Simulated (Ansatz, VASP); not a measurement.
**One calculation of CaB6, two programs**

```xyz
7
Lattice="4.2291 0.0000 0.0000 0.0000 4.2291 0.0000 0.0000 0.0000 4.2291" Properties=species:S:1:pos:R:3 pbc="T T T"
Ca    2.1145    2.1145    2.1145
B     0.0000    0.0000    1.2588
B     0.0000    0.0000    2.9703
B     1.2588    0.0000    0.0000
B     2.9703    0.0000    0.0000
B     0.0000    1.2588    0.0000
B     0.0000    2.9703    0.0000
```

Alike in both runs: task relaxation of the atoms; functional PBE; k mesh 8 × 8 × 8; occupations gaussian, width 0.01 eV; no spin polarisation.

|  | VASP | Ansatz |
| --- | --- | --- |
| version | VASP 6.6.1 | Ansatz 0.2.0 |
| potentials or method | VASP PAW PBE potentials, release 64 (Ca_sv, B), cutoff 520 eV | scalar-relativistic, plane waves, PAW |
| valence electrons in the cell | 28 | 28 |

```tsv
	VASP	Ansatz	Ansatz less VASP
gap on the k mesh at the Fermi level, each at its own relaxed structure (eV)	0.02	0.02	+0.005
```

Ansatz's warnings: stress scf threshold loose.
